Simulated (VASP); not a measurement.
Here is a VASP 6.6.1 calculation.

Contents of INCAR:

```
SYSTEM = NaLi3S2
PREC = Accurate
ENCUT = 650
EDIFF = 1E-6
ISMEAR = -1
SIGMA = 0.05
LREAL = Auto
LASPH = .True.
NELM = 120
ALGO = Normal
ISIF = 2
LWAVE = .False.
LCHARG = .True.
GGA = PE
IVDW = 12
LELF = .True.
LVHAR = .True.
NBANDS = 74
ISYM = -1
GGA_COMPAT = .False.
```

The input KPOINTS:

```
explicit points
1
Reciprocal
  0.25000000   0.25000000   0.25000000 1
```

Contents of POSCAR:

```
NaLi3S2
1.0
    7.4298500000      0.0771240000      0.0832730000
    0.0771240000      7.6507920000      0.0452550000
    0.0832730000      0.0452550000      7.3555290000
Li S Na
12 8 4
Direct
    0.0610705895      0.7209813064      0.3456188481
    0.2222515187      0.8805166679      0.5544844793
    0.3966384314      0.0475679783      0.9287802467
    0.5924828818      0.7141895528      0.3739616178
    0.0622907715      0.3588992710      0.8230298425
    0.2929225297      0.2965978329      0.5766062410
    0.4178607873      0.6146711026      0.7311269574
    0.3550336252      0.4484939753      0.1782182750
    0.5397600381     -0.0061661542      0.3529888349
    0.9066578372      0.4313409238      0.4275158929
    0.6694439298      0.2408731836      0.6587599178
    0.0390438219      0.0764569359      0.2423305849
    0.0912008384      0.6251219852      0.6442369457
    0.3315971843      0.8380580761      0.1947602395
    0.5268714906      0.9154966136      0.6438713016
    0.0325250953      0.1478533336      0.6271225951
    0.0119599662      0.3758270529      0.1521376647
    0.4707235625      0.3424567554      0.8956913305
    0.8259089626      0.8603404715      0.2028195899
    0.5478032597      0.4116916702      0.4146919511
    0.8457289180      0.8980077509      0.7877469146
    0.1013360950      0.7132450131      0.9704190598
    0.6920549636      0.5426429025      0.0638819047
    0.7045956135      0.2021928477      0.1060290799
```

Potentials or basis: VASP PAW PBE potentials, release 64 (Li_sv, S, Na_pv).

The run is started by

```console
$ cat potpaw_PBE.64/Li_sv/POTCAR potpaw_PBE.64/S/POTCAR potpaw_PBE.64/Na_pv/POTCAR > POTCAR
$ mpirun -np 1 vasp_std > vasp.out
```

(1) What does it give for the pressure?

(2) Predict the dispersion energy per atom.

(3) What does it give for the largest force?

Results:

(1) -0.6 GPa.

(2) -0.253 eV.

(3) 1.063 eV/Å.

Caveat: the atoms stand as in a frame of molecular dynamics.
